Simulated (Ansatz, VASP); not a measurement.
**In in VASP and in Ansatz**

The input INCAR:

```
  PREC = Accurate
  ENCUT = 600
  EDIFF = 1E-6
  ISMEAR = -1
  SIGMA = 0.05
  LREAL = F
  LASPH = T
  NELM = 100
  ALGO = Normal
  ISIF = 3
  LWAVE = F
  LCHARG = F
  GGA = RP
  IVDW = 13
  IBRION = 2
  NSW = 60
  EDIFFG = -0.01
```

The input KPOINTS:

```
regular mesh
0
Gamma
  11 11 11
```

File POSCAR:

```
In
1.0
   -1.6254700000      1.6254700000      2.4737000000
    1.6254700000     -1.6254700000      2.4737000000
    1.6254700000      1.6254700000     -2.4737000000
In
1
Direct
    0.0000000000      0.0000000000      0.0000000000
```

Contents of input.yaml:

```yaml
crystal:
  lattice:
    - [-1.62547, 1.62547, 2.4737]
    - [1.62547, -1.62547, 2.4737]
    - [1.62547, 1.62547, -2.4737]
  atoms:
    - { symbol: In, position: [0.0, 0.0, 0.0] }
hamiltonian:
  xc: rpbe
  pseudopotentials: { kind: paw }
  dispersion: d4
kpoints:
  mp_grid: { grid: [11, 11, 11] }
scf:
  occupations: { method: fermi_dirac, width: 0.05 }
output:
  forces: true
  stress: true
  eigenvalues: true
  write_density: true
  write_potential: true
  elf: true
  volumetric_format: npy
relax:
  f_tol: 0.01
  max_steps: 40
  cell: { stress_tol: 0.05 }
```

Alike in both runs: task relaxation of cell and atoms; functional RPBE; dispersion D4; k mesh 11 × 11 × 11; occupations fermi-dirac, width 0.05 eV; no spin polarisation.

```csv
,VASP,Ansatz
version,VASP 6.6.1,Ansatz 0.2.0
potentials or method,"VASP PAW PBE potentials, release 64 (In_d)",Ansatz PAW
plane-wave cutoff (eV),600,420
valence electrons in the cell,13,13
```

Ansatz gave:

```
gap on the k mesh at the Fermi level, each at its own relaxed structure (eV) : none
relaxed volume (Å³/atom)                                                     : 26.23
relaxed cell length with the largest relative difference (Å)                 : 3.328
```

**Question.** Estimate VASP's values.

**Answer.** gap on the k mesh at the Fermi level, each at its own relaxed structure (eV): none; relaxed volume (Å³/atom): 26.23; relaxed cell length with the largest relative difference (Å): 3.356.

VASP's potentials were made for PBE, not for RPBE. A gap of «none» marks a metal or a gap that the smearing closes.

Noted on Ansatz's run: the plane-wave basis is chosen anew once the cell has moved, so the energies of steps on either side of that aren't comparable.
